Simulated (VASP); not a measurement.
# Te2Mo (P6_3/mmc) in VASP: further runs

Aim: see how the results for Te2Mo move with the level of theory and the settings. Levels: PBE, RPBE, r2SCAN+D4. Tasks: single point.

Program: VASP 6.6.1. These are calculated values, not measurements. Logs are shortened: lines on timing, memory, paths and dates and some standing lists are left out, and cuts for length are marked.

**The experiment to reproduce.**

From “Broadband infrared study of pressure-tunable Fano resonance and metallization transition in 2H-MoTe2”, 2022, pmc:9569381, for a bulk crystal of Te2Mo at 300 K: band gap 0.88 ± 0.05 eV (indirect).

The results are compared with them further down.

**1. The cell of the first run**

The structure is hexagonal, space group P6_3/mmc (No. 194). The conventional cell has a = 3.557 Å, b = 3.557 Å, c = 15.214 Å, α = 90.00°, β = 90.00°, γ = 120.00°. Within 3.7 Å of Te (site symmetry 3m) lie 3 Mo at 2.74 Å and 7 Te at 3.56 to 3.62 Å. Within 3.6 Å of Mo (site symmetry -6m2) lie 6 Te at 2.74 Å and 6 Mo at 3.56 Å.

**2. Single point, PBE**

File INCAR:

```
SYSTEM = Te2Mo
PREC = Accurate
ENCUT = 520
EDIFF = 1E-7
ISMEAR = -1
SIGMA = 0.05
LREAL = .FALSE.
LASPH = .TRUE.
NELM = 100
ALGO = Normal
ISIF = 2
LWAVE = .FALSE.
LCHARG = .FALSE.
GGA = PE
NBANDS = 35
```

File KPOINTS:

```
regular mesh
0
G
  9 9 2
  0 0 0
```

File POSCAR:

```
Te2Mo
1.0
    3.5569272240      0.0000000000      0.0000000000
   -1.7784636120      3.0803893354      0.0000000000
    0.0000000000      0.0000000000     15.2136167228
Te Mo
4 2
Direct
    0.6666666667      0.3333333333      0.3688332732
    0.3333333333      0.6666666667      0.8688332732
    0.6666666667      0.3333333333      0.1311667268
    0.3333333333      0.6666666667      0.6311667268
    0.6666666667      0.3333333333      0.7500000000
    0.3333333333      0.6666666667      0.2500000000
```

Potentials or basis: VASP PAW PBE potentials, release 64 (Te, Mo_sv).

Command:

```
> cat potpaw_PBE.64/Te/POTCAR potpaw_PBE.64/Mo_sv/POTCAR > POTCAR
> mpirun -np 1 vasp_std > vasp.out
```

OUTCAR:

```text
SYSTEM = Te2Mo
   PREC = Accurate
   ENCUT = 520
   EDIFF = 1E-7
   ISMEAR = -1
   LREAL = .FALSE.
   LASPH = .TRUE.
   NELM = 100
   ISIF = 2
   GGA = PE

 ion  position               nearest neighbor table
   1  0.667  0.333  0.369-   6 2.74   6 2.74   6 2.74   3 3.62
   2  0.333  0.667  0.869-   5 2.74   5 2.74   5 2.74   4 3.62
   3  0.667  0.333  0.131-   6 2.74   6 2.74   6 2.74   1 3.62
   4  0.333  0.667  0.631-   5 2.74   5 2.74   5 2.74   2 3.62
   5  0.667  0.333  0.750-   2 2.74   4 2.74   2 2.74   4 2.74   2 2.74   4 2.74
   6  0.333  0.667  0.250-   1 2.74   3 2.74   1 2.74   3 2.74   1 2.74   3 2.74

  LATTYP: Found a hexagonal cell.
 ALAT       =     3.5569272240
 C/A-ratio  =     4.2771796454

  Lattice vectors:

 A1 = (   3.5569272240,   0.0000000000,   0.0000000000)
 A2 = (  -1.7784636120,   3.0803893354,   0.0000000000)
 A3 = (   0.0000000000,   0.0000000000,  15.2136167228)

Analysis of symmetry for initial positions (statically):
=====================================================================
 Subroutine PRICEL returns:
 Original cell was already a primitive cell.

 Routine SETGRP: Setting up the symmetry group for a
 hexagonal supercell.

 Subroutine GETGRP returns: Found 24 space group operations
 (whereof 12 operations were pure point group operations)
 out of a pool of 24 trial point group operations.

The static configuration has the point symmetry D_3d.
 The point group associated with its full space group is D_6h.

Analysis of symmetry for dynamics (positions and initial velocities):
=====================================================================
 Subroutine PRICEL returns:
 Original cell was already a primitive cell.

 Routine SETGRP: Setting up the symmetry group for a
 hexagonal supercell.

 Subroutine GETGRP returns: Found 24 space group operations
 (whereof 12 operations were pure point group operations)
 out of a pool of 24 trial point group operations.

The dynamic configuration has the point symmetry D_3d.
 The point group associated with its full space group is D_6h.

 Subroutine INISYM returns: Found 24 space group operations
 (whereof 12 operations are pure point group operations),
 and found     1 'primitive' translations

----------------------------------------------------------------------------------------

[... 98 lines left out ...]
   NELM   =    100;   NELMIN=  2; NELMDL= -5     # of ELM steps
   EDIFF  = 0.1E-06   stopping-criterion for ELM
   LREAL  =      F    real-space projection
   EDIFFG = 0.1E-05   stopping-criterion for IOM
   NSW    =      0    number of steps for IOM
   IBRION =     -1    ionic relax: 0-MD 1-quasi-New 2-CG
   NFREE  =      0    steps in history (QN), initial steepest desc. (CG)
   ISIF   =      2    stress and relaxation
   ISYM   =      2    0-nonsym 1-usesym 2-fastsym
   POTIM  = 0.5000    time-step for ionic-motion
   TEBEG  =    0.0;   TEEND  =   0.0 temperature during run
   PSTRESS=    0.0 pullay stress
   NELECT =      52.0000    total number of electrons
   NUPDOWN=      -1.0000    fix difference up-down
   EMIN   =  10.00;   EMAX   =-10.00  energy-range for DOS
   EFERMI =   0.00;   METHOD = LEGACY
   ISMEAR =    -1;   SIGMA  =   0.05  broadening in eV -4-tet -1-fermi 0-gaus
   EFERMI_NEDOS =   21; number of points for ismear=-14 and -15
   IALGO  =     38    algorithm
   IMIX   =      4    mixing-type and parameters
     AMIX     =   0.40;   BMIX     =  1.00
     AMIX_MAG =   1.60;   BMIX_MAG =  1.00
  volume/ion in A,a.u.               =      27.78       187.48
  Fermi-wavevector in a.u.,A,eV,Ry     =   1.110295  2.098153 16.772640  1.232754
  Thomas-Fermi vector in A             =   2.246845
   LORBIT       =      0    0 simple, 1 ext, 2 COOP (PROOUT), +10 PAW based schemes
   GGA     = PE    functional components
   LHFCALC =     F    Hartree Fock is set to
   AEXX    =    0.0000 exact exchange contribution
   IVDW    =     0    specifies the selected vdW correction
   LEPSILON=     F    determine dielectric tensor
   LRPA    =     F    only Hartree local field effects (RPA)
 non-spin polarized calculation
  energy-cutoff  :      520.00
  volume of cell :      166.69
 maximum number of plane-waves:      4556
 NGX is ok and might be reduce to    28
   NGX = 13   NGY = 13   NGZ = 57

 number of electron      52.0000001 magnetization

 Free energy of the ion-electron system (eV)
  ---------------------------------------------------
  ext. energy  EPLUGINS =         0.00000000
  ---------------------------------------------------
  free energy    TOTEN  =       -36.07519020 eV

  energy without entropy =      -36.07518547  energy(sigma->0) =      -36.07518783

 E-fermi :   7.2003     XC(G=0):  -9.7804

 val. band max:        6.7216541794   @ k =   0.3333   0.3333   0.0000
 cond. band min:       7.7489802822   @ k =   0.3333   0.3333   0.0000
 fundamental gap:      1.0273261029
 Fermi energy:         7.2003275942

 k-point     1 :       0.0000    0.0000    0.0000
  band No.  band energies     occupation
      1     -54.0126      2.00000
      2     -54.0126      2.00000
      3     -28.1574      2.00000
      4     -28.1574      2.00000
      5     -28.0553      2.00000
      6     -28.0553      2.00000
[... 901 lines left out ...]
     34      10.4970      0.00000
     35      11.7038      0.00000

------------------------ aborting loop because EDIFF is reached ----------------------------------------

  FORCE on cell =-STRESS in cart. coord.  units (eV):
  Direction    XX          YY          ZZ          XY          YZ          ZX
  --------------------------------------------------------------------------------------
  -------------------------------------------------------------------------------------
  Total       -0.0122281     -0.0122281      0.1205992      0.0000000      0.0000000      0.0000000
  in kB       -0.1175323     -0.1175323      1.1591563      0.0000000      0.0000000      0.0000000
  external PRESSURE =       0.3080306 kB  Pullay stress =       0.0000000 kB

 VOLUME and BASIS-vectors are now :
 -----------------------------------------------------------------------------
  energy-cutoff  :      520.00
  volume of cell :      166.69
      direct lattice vectors                 reciprocal lattice vectors
     3.556927224  0.000000000  0.000000000     0.281141541  0.162317144  0.000000000
    -1.778463612  3.080389335  0.000000000     0.000000000  0.324634288  0.000000000
     0.000000000  0.000000000 15.213616723     0.000000000  0.000000000  0.065730590

 POSITION                                       TOTAL-FORCE (eV/Angst)
 -----------------------------------------------------------------------------------
      1.77846      1.02680      5.61129         0.000000      0.000000      0.012738
     -0.00000      2.05359     13.21810         0.000000     -0.000000      0.012738
      1.77846      1.02680      1.99552         0.000000     -0.000000     -0.012738
     -0.00000      2.05359      9.60233         0.000000     -0.000000     -0.012738
      1.77846      1.02680     11.41021         0.000000     -0.000000     -0.000000
     -0.00000      2.05359      3.80340        -0.000000      0.000000     -0.000000
 -----------------------------------------------------------------------------------
    total drift:                                0.000000     -0.000000      0.000000

  FREE ENERGIE OF THE ION-ELECTRON SYSTEM (eV)
  ---------------------------------------------------
  free  energy   TOTEN  =       -36.0751901954 eV

  energy  without entropy=      -36.0751854717  energy(sigma->0) =      -36.07518783
```

stdout:

```text
POSCAR found type information on POSCAR TeMo
 POSCAR found :  2 types and       6 ions
 scaLAPACK will be used
 LDA part: xc-table for (Slater+PW92), standard interpolation
 POSCAR, INCAR and KPOINTS ok, starting setup
 FFT: planning ... GRIDC
 FFT: planning ... GRID_SOFT
 FFT: planning ... GRID
 WAVECAR not read
 entering main loop
```

Run time: 3.2 min. Hardware: 1 thread of Intel Xeon Platinum 8259CL at 2.50GHz (Skylake/Cascade Lake), shared host; peak memory 0.36 GiB.

Results:

| Property | Result |
| --- | --- |
| Free energy | -36.0752 eV |
| Pressure | 0.0 GPa |
| Largest force | 0.013 eV/Å |
| Band gap on the k mesh | 1.03 eV |

Forces on the atoms (eV/Å):
```
Te   0.000  0.000  0.013
Te   0.000  0.000  0.013
Te   0.000  0.000 -0.013
Te   0.000  0.000 -0.013
Mo   0.000  0.000  0.000
Mo   0.000  0.000  0.000
```

Caveat: spin-orbit coupling is left out, which moves the levels of the heavy elements; this functional lacks dispersion, which binds layers or chains, so the pressure and a relaxed spacing across them are unreliable.

**3. Single point, RPBE**

This run uses another cell than the first one.

File INCAR:

```
SYSTEM = Te2Mo
PREC = Accurate ; ENCUT = 520
EDIFF = 1E-6 ; ISMEAR = -1
SIGMA = 0.05 ; LREAL = .FALSE.
LASPH = .TRUE. ; NELM = 100
ALGO = Normal ; ISIF = 2
LWAVE = .FALSE. ; LCHARG = .FALSE.
GGA = RP ; NBANDS = 35
```

KPOINTS is that of step 2.

File POSCAR:

```
Te2Mo
1.0
    3.5897811378      0.0000000000      0.0000000000
   -1.7948905689      3.1088416594      0.0000000000
    0.0000000000      0.0000000000     19.2187466292
Te Mo
4 2
Direct
    0.6666666667      0.3333333333      0.3440972043
    0.3333333333      0.6666666667      0.8440972043
    0.6666666667      0.3333333333      0.1559027957
    0.3333333333      0.6666666667      0.6559027957
    0.6666666667      0.3333333333      0.7500000000
    0.3333333333      0.6666666667      0.2500000000
```

Potentials or basis: VASP PAW PBE potentials, release 64 (Te, Mo_sv).

Command:

```
> cat potpaw_PBE.64/Te/POTCAR potpaw_PBE.64/Mo_sv/POTCAR > POTCAR
> mpirun -np 1 vasp_std > vasp.out
```

Wall time 3.8 min (1 thread of Intel Xeon Platinum 8259CL at 2.50GHz (Skylake/Cascade Lake), shared host); peak memory 0.4 GiB.

It converged, with:

| Property | Result |
| --- | --- |
| Free energy | -33.6533 eV |
| Pressure | 0.0 GPa |
| Largest force | 0.006 eV/Å |
| Band gap on the k mesh | 1.01 eV |

Forces on the atoms (eV/Å):
```
Te   0.000  0.000  0.006
Te   0.000  0.000  0.006
Te   0.000  0.000 -0.006
Te   0.000  0.000 -0.006
Mo   0.000  0.000  0.000
Mo   0.000  0.000  0.000
```

Levels at points of the mesh, in eV from the valence-band top:
| k point | band 24 | band 25 | band 26 | band 27 | band 28 | band 29 |
| --- | --- | --- | --- | --- | --- | --- |
| (0.00, 0.00, 0.00) | -0.90 | -0.44 | -0.33 | 2.93 | 2.93 | 2.93 |
| (0.00, 0.00, 0.50) | -0.90 | -0.38 | -0.38 | 2.93 | 2.93 | 2.93 |

Caveat: the PAW data sets were made with another functional, which shifts forces and pressure a little; spin-orbit coupling is left out, which moves the levels of the heavy elements.

**4. Single point, r2SCAN+D4**

This run uses another cell than the first one, of 23.47 Å³/atom.

File POSCAR:

```
Te2Mo
1.0
    3.4463798477      0.0000000000      0.0000000000
   -1.7231899238      2.9846524992      0.0000000000
    0.0000000000      0.0000000000     13.6883444487
Te Mo
4 2
Direct
    0.6666666667      0.3333333333      0.3790000000
    0.3333333333      0.6666666667      0.8790000000
    0.6666666667      0.3333333333      0.1210000000
    0.3333333333      0.6666666667      0.6210000000
    0.6666666667      0.3333333333      0.7500000000
    0.3333333333      0.6666666667      0.2500000000
```

File INCAR.step1:

```
ALGO = Normal
EDIFF = 1E-4
ENCUT = 520
GGA = PE
ISMEAR = -1
LASPH = True
LCHARG = False
LREAL = False
LWAVE = True
NBANDS = 35
NELM = 60
PREC = Accurate
SIGMA = 0.05
```

File INCAR.step2:

```
ALGO = Normal
EDIFF = 1E-6
ENCUT = 520
ISIF = 2
ISMEAR = -1
ISTART = 1
IVDW = 13
LASPH = True
LCHARG = False
LMIXTAU = True
LREAL = False
LWAVE = False
METAGGA = R2SCAN
NBANDS = 35
NELM = 60
PREC = Accurate
SIGMA = 0.05
VDW_A1 = 0.51559235
VDW_A2 = 5.77342911
VDW_S6 = 1.0
VDW_S8 = 0.6018749
```

File KPOINTS:

```
k-points
0
Gamma
  9 9 2
```

Command:

```
> cat potpaw_PBE.64/Te/POTCAR potpaw_PBE.64/Mo_sv/POTCAR > POTCAR
> cp INCAR.step1 INCAR
> mpirun -np 1 vasp_std > vasp.out
> cp INCAR.step2 INCAR
> mpirun -np 1 vasp_std > vasp.out
```

It took 9.1 min on 1 thread of Intel Xeon Platinum 8259CL at 2.50GHz (Skylake/Cascade Lake), shared host; peak memory 0.36 GiB.

It converged, with:

```
Free energy                : -156.4347 eV
Pressure                   : 8.9 GPa
Largest force              : 0.901 eV/Å
Band gap on the k mesh     : 0.85 eV (least direct gap 1.23 eV)
Dispersion energy per atom : -0.198 eV
```

Forces on the atoms (eV/Å):
```
Te   0.000  0.000  0.901
Te   0.000  0.000  0.901
Te   0.000  0.000 -0.901
Te   0.000  0.000 -0.901
Mo   0.000  0.000  0.000
Mo   0.000  0.000  0.000
```

Stress tensor (GPa, compression positive):
```
8.49 0.00 0.00
0.00 8.49 0.00
0.00 0.00 9.66
```

Levels at points of the mesh, in eV from the valence-band top:
```
           k point  band 24  band 25  band 26  band 27  band 28  band 29
(0.00, 0.00, 0.00)    -1.23    -0.38     0.00     3.25     3.25     3.39
(0.00, 0.00, 0.50)    -1.25    -0.10    -0.10     3.29     3.29     3.29
```

Caveat: the cell stands under pressure; the PAW data sets were made with another functional, which shifts forces and pressure a little; spin-orbit coupling is left out, which moves the levels of the heavy elements.

(Part 1 of 2 ends here.)
